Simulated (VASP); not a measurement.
# La (Fm-3m) in VASP: a series of runs

La is run at these levels: revPBE; tasks: single point.

Program: VASP 6.6.1. These are calculated values, not measurements. Logs are shortened: lines on timing, memory, paths and dates and some standing lists are left out, and cuts for length are marked.

### 1 The cell of the first run

It takes space group Fm-3m (No. 225, cubic). The conventional cell has a = 5.367 Å, b = 5.367 Å, c = 5.367 Å, α = 90.00°, β = 90.00°, γ = 90.00°. La (site symmetry m-3m) has 12 La at 3.80 Å within 5.0 Å.

This isn't the form of La at room conditions, which is double hcp.

### 2 Single point, revPBE

The input, INCAR:

```
PREC     = Accurate       # precision mode
ENCUT    = 520            # plane-wave cutoff, eV
EDIFF    = 1E-6           # SCF threshold, eV
ISMEAR   = -1             # smearing method
SIGMA    = 0.1            # smearing width, eV
LREAL    = F              # projectors in reciprocal space
LASPH    = T              # aspherical terms in the spheres
NELM     = 80             # most SCF steps
ALGO     = Normal         # electronic algorithm
ISIF     = 2              # what is computed and relaxed
LWAVE    = F              # write WAVECAR
LCHARG   = F              # write CHGCAR
GGA      = RE             # functional
NBANDS   = 12             # bands
```

The input, KPOINTS:

```
regular mesh
0
Gamma
  10 10 10
```

The input, POSCAR:

```
La
1.0
    0.0000000000      2.6836723148      2.6836723148
    2.6836723148      0.0000000000      2.6836723148
    2.6836723148      2.6836723148      0.0000000000
La
1
Direct
    0.0000000000      0.0000000000      0.0000000000
```

Potentials or basis: VASP PAW PBE potentials, release 64 (La).

Run with:

```
> cat potpaw_PBE.64/La/POTCAR > POTCAR
> mpirun -np 1 vasp_std > vasp.out
```

OUTCAR:

```text
PREC = Accurate
   ENCUT = 520
   EDIFF = 1E-6
   ISMEAR = -1
   LREAL = F
   LASPH = T
   NELM = 80
   ISIF = 2
   GGA = RE

 ion  position               nearest neighbor table
   1  0.000  0.000  0.000-

  LATTYP: Found a face centered cubic cell.
 ALAT       =     5.3673446296

  Lattice vectors:

 A1 = (   0.0000000000,   2.6836723148,   2.6836723148)
 A2 = (   2.6836723148,   0.0000000000,   2.6836723148)
 A3 = (   2.6836723148,   2.6836723148,   0.0000000000)

Analysis of symmetry for initial positions (statically):
=====================================================================
 Subroutine PRICEL returns:
 Original cell was already a primitive cell.

 Routine SETGRP: Setting up the symmetry group for a
 face centered cubic supercell.

 Subroutine GETGRP returns: Found 48 space group operations
 (whereof 48 operations were pure point group operations)
 out of a pool of 48 trial point group operations.

The static configuration has the point symmetry O_h .

Analysis of symmetry for dynamics (positions and initial velocities):
=====================================================================
 Subroutine PRICEL returns:
 Original cell was already a primitive cell.

 Routine SETGRP: Setting up the symmetry group for a
 face centered cubic supercell.

 Subroutine GETGRP returns: Found 48 space group operations
 (whereof 48 operations were pure point group operations)
 out of a pool of 48 trial point group operations.

The dynamic configuration has the point symmetry O_h .

 Subroutine INISYM returns: Found 48 space group operations
 (whereof 48 operations are pure point group operations),
 and found     1 'primitive' translations

----------------------------------------------------------------------------------------

                                     Primitive cell

  volume of cell :      38.6561

  direct lattice vectors                    reciprocal lattice vectors
     0.000000000  2.683672315  2.683672315    -0.186311867  0.186311867  0.186311867
     2.683672315  0.000000000  2.683672315     0.186311867 -0.186311867  0.186311867
     2.683672315  2.683672315  0.000000000     0.186311867  0.186311867 -0.186311867

  length of vectors
     3.795285785  3.795285785  3.795285785     0.322701620  0.322701620  0.322701620

  position of ions in fractional coordinates (direct lattice)
     0.000000000  0.000000000  0.000000000

  ion indices of the primitive-cell ions
   primitive index   ion index
                 1           1

----------------------------------------------------------------------------------------

 KPOINTS: regular mesh

Automatic generation of k-mesh.
 Grid dimensions read from file:
 generate k-points for:   10   10   10

 Generating k-lattice:

  Cartesian coordinates                     Fractional coordinates (reciprocal lattice)
    -0.018631187  0.018631187  0.018631187     0.100000000  0.000000000  0.000000000
     0.018631187 -0.018631187  0.018631187     0.000000000  0.100000000  0.000000000
     0.018631187  0.018631187 -0.018631187     0.000000000  0.000000000  0.100000000

  Length of vectors
     0.032270162  0.032270162  0.032270162

  Shift w.r.t. Gamma in fractional coordinates (k-lattice)
     0.000000000  0.000000000  0.000000000

 Subroutine IBZKPT returns following result:
 ===========================================

 Found     47 irreducible k-points:

 Following reciprocal coordinates:
            Coordinates               Weight
  0.000000  0.000000  0.000000      1.000000
  0.100000  0.000000  0.000000      8.000000
  0.200000  0.000000  0.000000      8.000000
  0.300000  0.000000  0.000000      8.000000
  0.400000  0.000000  0.000000      8.000000
  0.500000  0.000000  0.000000      4.000000
[... 16 lines left out ...]
  0.300000  0.300000  0.000000      6.000000
  0.400000  0.300000  0.000000     24.000000
 [... further k-points ...]
   k-points           NKPTS =     47   k-points in BZ     NKDIM =     47   number of bands    NBANDS=     12
   number of dos      NEDOS =    301   number of ions     NIONS =      1
   total plane-waves  NPLWV =  21952
   dimension x,y,z NGX =    28 NGY =   28 NGZ =   28
   dimension x,y,z NGXF=    56 NGYF=   56 NGZF=   56
   ions per type =               1
   NGX,Y,Z   is equivalent  to a cutoff of  12.26, 12.26, 12.26 a.u.
   NGXF,Y,Z  is equivalent  to a cutoff of  24.53, 24.53, 24.53 a.u.
 SYSTEM =  unknown system
   PREC   = accura    normal or accurate (medium, high low for compatibility)
   ISTART =      0    job   : 0-new  1-cont  2-samecut
   ICHARG =      2    charge: 1-file 2-atom 10-const
   ISPIN  =      1    spin polarized calculation?
   LNONCOLLINEAR =      F non collinear calculations
   LSORBIT =      F    spin-orbit coupling
   LASPH  =      T    aspherical Exc in radial PAW
   ENCUT  =  520.0 eV  38.22 Ry    6.18 a.u.   7.06  7.06  7.06*2*pi/ulx,y,z
   NELM   =     80;   NELMIN=  2; NELMDL= -5     # of ELM steps
   EDIFF  = 0.1E-05   stopping-criterion for ELM
   LREAL  =      F    real-space projection
   EDIFFG = 0.1E-04   stopping-criterion for IOM
   NSW    =      0    number of steps for IOM
   IBRION =     -1    ionic relax: 0-MD 1-quasi-New 2-CG
   NFREE  =      0    steps in history (QN), initial steepest desc. (CG)
   ISIF   =      2    stress and relaxation
   ISYM   =      2    0-nonsym 1-usesym 2-fastsym
   POTIM  = 0.5000    time-step for ionic-motion
   TEBEG  =    0.0;   TEEND  =   0.0 temperature during run
   PSTRESS=    0.0 pullay stress
   NELECT =      11.0000    total number of electrons
   NUPDOWN=      -1.0000    fix difference up-down
   EMIN   =  10.00;   EMAX   =-10.00  energy-range for DOS
   EFERMI =   0.00;   METHOD = LEGACY
   ISMEAR =    -1;   SIGMA  =   0.10  broadening in eV -4-tet -1-fermi 0-gaus
   EFERMI_NEDOS =   21; number of points for ismear=-14 and -15
   IALGO  =     38    algorithm
   IMIX   =      4    mixing-type and parameters
     AMIX     =   0.40;   BMIX     =  1.00
     AMIX_MAG =   1.60;   BMIX_MAG =  1.00
  volume/ion in A,a.u.               =      38.66       260.86
  Fermi-wavevector in a.u.,A,eV,Ry     =   1.076795  2.034847 15.775776  1.159487
  Thomas-Fermi vector in A             =   2.212689
   LORBIT       =      0    0 simple, 1 ext, 2 COOP (PROOUT), +10 PAW based schemes
   GGA     = RE    functional components
   LHFCALC =     F    Hartree Fock is set to
   AEXX    =    0.0000 exact exchange contribution
   IVDW    =     0    specifies the selected vdW correction
   LEPSILON=     F    determine dielectric tensor
   LRPA    =     F    only Hartree local field effects (RPA)
 non-spin polarized calculation
  energy-cutoff  :      520.00
  volume of cell :       38.66
 maximum number of plane-waves:      1056
   NGX = 15   NGY = 15   NGZ = 15

 number of electron      11.0000002 magnetization

 Free energy of the ion-electron system (eV)
  ---------------------------------------------------
  ext. energy  EPLUGINS =         0.00000000
  ---------------------------------------------------
  free energy    TOTEN  =        -4.63243797 eV

  energy without entropy =       -4.56833410  energy(sigma->0) =       -4.60038604

 E-fermi :   7.5427     XC(G=0):  -9.3366

 val. band max:        7.5043300640   @ k =  -0.4000   0.3000   0.0000
 cond. band min:       7.5541307112   @ k =  -0.3000   0.4000   0.1000
 fundamental gap:      0.0498006471
 Fermi energy:         7.5426968061

 k-point     1 :       0.0000    0.0000    0.0000
  band No.  band energies     occupation
      1     -25.3735      2.00000
      2      -8.4658      2.00000
      3      -8.4658      2.00000
      4      -8.4658      2.00000
      5       4.3681      2.00000
      6       8.8331      0.00000
      7       9.0184      0.00000
      8       9.0184      0.00000
      9       9.0184      0.00000
     10       9.2901      0.00000
     11       9.2901      0.00000
     12       9.2901      0.00000

 k-point     2 :       0.1000    0.0000    0.0000
  band No.  band energies     occupation
      1     -25.3580      2.00000
      2      -8.5959      2.00000
      3      -8.4811      2.00000
      4      -8.4811      2.00000
      5       4.6454      2.00000
      6       8.3970      0.00039
      7       9.0448      0.00000
      8       9.0448      0.00000
      9       9.2173      0.00000
     10       9.2944      0.00000
     11       9.2944      0.00000
     12       9.4025      0.00000

 k-point     3 :       0.2000    0.0000    0.0000
  band No.  band energies     occupation
      1     -25.3171      2.00000
      2      -8.9208      2.00000
      3      -8.5209      2.00000
      4      -8.5209      2.00000
      5       5.3130      2.00000
      6       8.0305      0.01510
      7       9.0565      0.00000
      8       9.0565      0.00000
      9       9.1351      0.00000
     10       9.3035      0.00000
     11       9.3035      0.00000
     12       9.6648      0.00000

 k-point     4 :       0.3000    0.0000    0.0000
  band No.  band energies     occupation
      1     -25.2658      2.00000
      2      -9.2959      2.00000
      3      -8.5694      2.00000
      4      -8.5694      2.00000
      5       5.8397      2.00000
      6       8.2467      0.00175
      7       8.9881      0.00000
      8       8.9881      0.00000
      9       9.0175      0.00000
     10       9.3106      0.00000
     11       9.3106      0.00000
     12       9.8441      0.00000

 k-point     5 :       0.4000    0.0000    0.0000
  band No.  band energies     occupation
      1     -25.2235      2.00000
      2      -9.5818      2.00000
      3      -8.6080      2.00000
      4      -8.6080      2.00000
      5       5.9182      2.00000
      6       8.8433      0.00000
      7       8.8797      0.00000
      8       8.8797      0.00000
      9       9.0383      0.00000
     10       9.3149      0.00000
     11       9.3149      0.00000
     12       9.7581      0.00000
[... 228 lines left out ...]
      1     -25.2081      2.00000
      2      -9.4114      2.00000
      3      -8.9316      2.00000
      4      -8.6243      2.00000
      5       6.8515      1.99801
      6       7.8231      0.11424
      7       8.1544      0.00440
      8       9.1141      0.00000
      9       9.2462      0.00000
     10       9.3399      0.00000
     11       9.5691      0.00000
     12       9.7402      0.00000

 k-point    22 :      -0.2000    0.2000    0.0000
  band No.  band energies     occupation
      1     -25.2481      2.00000
      2      -9.2343      2.00000
      3      -8.8151      2.00000
      4      -8.5619      2.00000
      5       6.5140      1.99993
      6       7.6903      0.37214
      7       8.2586      0.00155
      8       9.1428      0.00000
      9       9.1665      0.00000
     10       9.4051      0.00000
     11       9.4861      0.00000
     12       9.7446      0.00000

 k-point    23 :       0.3000    0.3000    0.0000
  band No.  band energies     occupation
      1     -25.2302      2.00000
      2      -9.2511      2.00000
      3      -8.7551      2.00000
      4      -8.7551      2.00000
      5       6.1753      2.00000
      6       6.8391      1.99824
      7       8.7120      0.00002
      8       9.3043      0.00000
      9       9.3043      0.00000
     10       9.4872      0.00000
     11       9.5522      0.00000
     12       9.5524      0.00000

 k-point    24 :       0.4000    0.3000    0.0000
  band No.  band energies     occupation
      1     -25.1969      2.00000
      2      -9.4035      2.00000
      3      -8.8446      2.00000
      4      -8.8022      2.00000
      5       6.2039      2.00000
      6       6.7343      1.99938
      7       8.8074      0.00001
      8       9.3232      0.00000
      9       9.3718      0.00000
     10       9.4234      0.00000
     11       9.5871      0.00000
     12       9.6111      0.00000

 [... further k-points ...]

------------------------ aborting loop because EDIFF is reached ----------------------------------------

  FORCE on cell =-STRESS in cart. coord.  units (eV):
  Direction    XX          YY          ZZ          XY          YZ          ZX
  --------------------------------------------------------------------------------------
  -------------------------------------------------------------------------------------
  Total        0.0202216      0.0202216      0.0202216      0.0000000      0.0000000     -0.0000000
  in kB        0.8381223      0.8381223      0.8381223      0.0000000      0.0000000     -0.0000000
  external PRESSURE =       0.8381223 kB  Pullay stress =       0.0000000 kB

 VOLUME and BASIS-vectors are now :
 -----------------------------------------------------------------------------
  energy-cutoff  :      520.00
  volume of cell :       38.66
      direct lattice vectors                 reciprocal lattice vectors
     0.000000000  2.683672315  2.683672315    -0.186311867  0.186311867  0.186311867
     2.683672315  0.000000000  2.683672315     0.186311867 -0.186311867  0.186311867
     2.683672315  2.683672315  0.000000000     0.186311867  0.186311867 -0.186311867

 POSITION                                       TOTAL-FORCE (eV/Angst)
 -----------------------------------------------------------------------------------
      0.00000      0.00000      0.00000        -0.000000      0.000000     -0.000000
 -----------------------------------------------------------------------------------
    total drift:                                0.000000      0.000000      0.000000

  FREE ENERGIE OF THE ION-ELECTRON SYSTEM (eV)
  ---------------------------------------------------
  free  energy   TOTEN  =        -4.6324379706 eV

  energy  without entropy=       -4.5683341043  energy(sigma->0) =       -4.60038604
```

Wall time 40 s (1 thread of Intel Xeon Platinum 8259CL at 2.50GHz (Skylake/Cascade Lake), shared host); peak memory 0.18 GiB.

What came out:

- Free energy: -4.6324 eV
- Pressure: 0.1 GPa
- Band gap on the k mesh: zero (an odd number of electrons rules out a gap without spin polarisation)

Levels at points of the mesh, in eV from the Fermi level:
```tsv
k point	band 1	band 2	band 3	band 4	band 5	band 6	band 7	band 8	band 9	band 10
(0.00, 0.00, 0.00)	-32.92	-16.01	-16.01	-16.01	-3.17	1.29	1.48	1.48	1.48	1.75
(0.50, 0.00, 0.00)	-32.75	-17.23	-16.17	-16.17	-1.65	1.29	1.29	1.30	1.75	1.77
(0.50, 0.50, 0.00)	-32.70	-17.15	-16.44	-16.44	-1.86	-1.28	1.81	1.83	1.83	1.84
```

Caveat: the PAW data sets were made with another functional, which shifts forces and pressure a little; spin-orbit coupling is left out, which moves the levels of the heavy elements.

### 3 Single point, revPBE (34.02 Å³/atom)

This run uses another cell than the first one, of 34.02 Å³/atom.

The input, INCAR:

```
ALGO     = Normal         # electronic algorithm
EDIFF    = 1E-6           # SCF threshold, eV
ENCUT    = 520            # plane-wave cutoff, eV
GGA      = RE             # functional
ISIF     = 2              # what is computed and relaxed
ISMEAR   = -1             # smearing method
LASPH    = T              # aspherical terms in the spheres
LCHARG   = T              # write CHGCAR
LELF     = T              # ELF
LREAL    = F              # projectors in reciprocal space
LVHAR    = T            
LWAVE    = F              # write WAVECAR
NBANDS   = 12             # bands
NELM     = 80             # most SCF steps
PREC     = Accurate       # precision mode
SIGMA    = 0.1            # smearing width, eV
```

The input, KPOINTS:

```
k-points
0
Gamma
  11 11 11
```

The input, POSCAR:

```
La
1.0
    0.0000000000      2.5717201638      2.5717201638
    2.5717201638      0.0000000000      2.5717201638
    2.5717201638      2.5717201638      0.0000000000
La
1
Direct
    0.0000000000      0.0000000000      0.0000000000
```

Potentials or basis: VASP PAW PBE potentials, release 64 (La).

Run with:

```
> cat potpaw_PBE.64/La/POTCAR > POTCAR
> mpirun -np 1 vasp_std > vasp.out
```

OUTCAR:

```text
EDIFF = 1E-6
   ENCUT = 520
   GGA = RE
   ISIF = 2
   ISMEAR = -1
   LASPH = T
   LREAL = F
   NELM = 80
   PREC = Accurate

 ion  position               nearest neighbor table
   1  0.000  0.000  0.000-

  LATTYP: Found a face centered cubic cell.
 ALAT       =     5.1434403276

  Lattice vectors:

 A1 = (   0.0000000000,   2.5717201638,   2.5717201638)
 A2 = (   2.5717201638,   0.0000000000,   2.5717201638)
 A3 = (   2.5717201638,   2.5717201638,   0.0000000000)

Analysis of symmetry for initial positions (statically):
=====================================================================
 Subroutine PRICEL returns:
 Original cell was already a primitive cell.

 Routine SETGRP: Setting up the symmetry group for a
 face centered cubic supercell.

 Subroutine GETGRP returns: Found 48 space group operations
 (whereof 48 operations were pure point group operations)
 out of a pool of 48 trial point group operations.

The static configuration has the point symmetry O_h .

Analysis of symmetry for dynamics (positions and initial velocities):
=====================================================================
 Subroutine PRICEL returns:
[... 166 lines left out ...]
      4      -6.7902      2.00000
      5       5.7386      2.00000
      6      10.1820      0.00000
      7      10.3570      0.00000
      8      10.3570      0.00000
      9      10.3570      0.00000
     10      10.7879      0.00000
     11      10.7879      0.00000
     12      10.7879      0.00000
[... 331 lines left out ...]
 k-point    24 :      -0.1818    0.1818    0.0000
  band No.  band energies     occupation
      1     -23.7796      2.00000
      2      -7.8080      2.00000
      3      -7.2197      2.00000
      4      -6.8994      2.00000
      5       7.8252      1.99986
      6       8.9062      0.45820
      7       9.6980      0.00022
      8      10.5672      0.00000
      9      10.5703      0.00000
     10      10.9690      0.00000
     11      10.9994      0.00000
     12      11.3256      0.00000

 [... further k-points ...]

------------------------ aborting loop because EDIFF is reached ----------------------------------------

  FORCE on cell =-STRESS in cart. coord.  units (eV):
  Direction    XX          YY          ZZ          XY          YZ          ZX
  --------------------------------------------------------------------------------------
  -------------------------------------------------------------------------------------
  Total        0.7583649      0.7583649      0.7583649      0.0000000      0.0000000     -0.0000000
  in kB       35.7180440     35.7180440     35.7180440      0.0000000      0.0000000     -0.0000000
  external PRESSURE =      35.7180440 kB  Pullay stress =       0.0000000 kB

 VOLUME and BASIS-vectors are now :
 -----------------------------------------------------------------------------
  energy-cutoff  :      520.00
  volume of cell :       34.02
      direct lattice vectors                 reciprocal lattice vectors
     0.000000000  2.571720164  2.571720164    -0.194422398  0.194422398  0.194422398
     2.571720164  0.000000000  2.571720164     0.194422398 -0.194422398  0.194422398
     2.571720164  2.571720164  0.000000000     0.194422398  0.194422398 -0.194422398

 POSITION                                       TOTAL-FORCE (eV/Angst)
 -----------------------------------------------------------------------------------
      0.00000      0.00000      0.00000         0.000000      0.000000      0.000000
 -----------------------------------------------------------------------------------
    total drift:                                0.000000      0.000000      0.000000

  FREE ENERGIE OF THE ION-ELECTRON SYSTEM (eV)
  ---------------------------------------------------
  free  energy   TOTEN  =        -4.5871707241 eV

  energy  without entropy=       -4.5295837761  energy(sigma->0) =       -4.55837725
```

Run time: 52 s. Hardware: 1 thread of Intel Xeon Platinum 8259CL at 2.50GHz (Skylake/Cascade Lake), shared host; peak memory 0.18 GiB.

What came out:

| Quantity | Value |
| --- | --- |
| Free energy | -4.5872 eV |
| Pressure | 3.6 GPa |
| Band gap on the k mesh | zero (an odd number of electrons rules out a gap without spin polarisation) |

Caveat: the cell stands under pressure; the PAW data sets were made with another functional, which shifts forces and pressure a little; spin-orbit coupling is left out, which moves the levels of the heavy elements.

(Part 1 of 2 ends here.)

The gap in the log of VASP goes by the Fermi energy; the results here count the filled bands.